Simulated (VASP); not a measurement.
LiCl:

```
CELL_PARAMETERS angstrom
0.00000 2.57514 2.57514
2.57514 0.00000 2.57514
2.57514 2.57514 0.00000
ATOMIC_POSITIONS crystal
Li 0.00000 0.00000 0.00000
Cl 0.50000 0.50000 0.50000
```

* Program: VASP 6.6.1
* Task: relaxation of cell and atoms
* Functional: LDA
* Potentials or basis: VASP PAW LDA potentials, release 64 (Li_sv, Cl)
* Cutoff: 600 eV
* k mesh: 8 × 8 × 8
* Occupations: fermi-dirac, width 0.02 eV
* Spin: no spin polarisation

At the start: pressure -3.6 GPa; volume 17.08 Å³/atom.

How do energy, volume and symmetry change on relaxing?

Over 4 steps the energy falls by 22.6 meV/atom and the volume is 15.25 Å³/atom (-10.7 %); space group Fm-3m (No. 225, to 0.05 Å).

The path:
```
step  energy change (eV)  largest force (eV/Å)  pressure (GPa)  volume (Å³)
   1              0.0000                0.0000           -3.60        34.15
   2             -0.0334                0.0000           -2.04        32.29
   3             -0.0451                0.0000           -0.28        30.73
   4             -0.0453                0.0000            0.02        30.50
```

Final structure:
```
CELL_PARAMETERS angstrom
0.00000 2.47989 2.47989
2.47989 0.00000 2.47989
2.47989 2.47989 0.00000
ATOMIC_POSITIONS crystal
Li 0.00000 0.00000 0.00000
Cl 0.50000 0.50000 0.50000
```

Caveat: the cutoff is under 1.25 times the usual one of these potentials, so pressure, stress and relaxed cells hold a basis-set (Pulay) error; the volume moved by -11 % from the deposited cell, more than functionals usually miss.
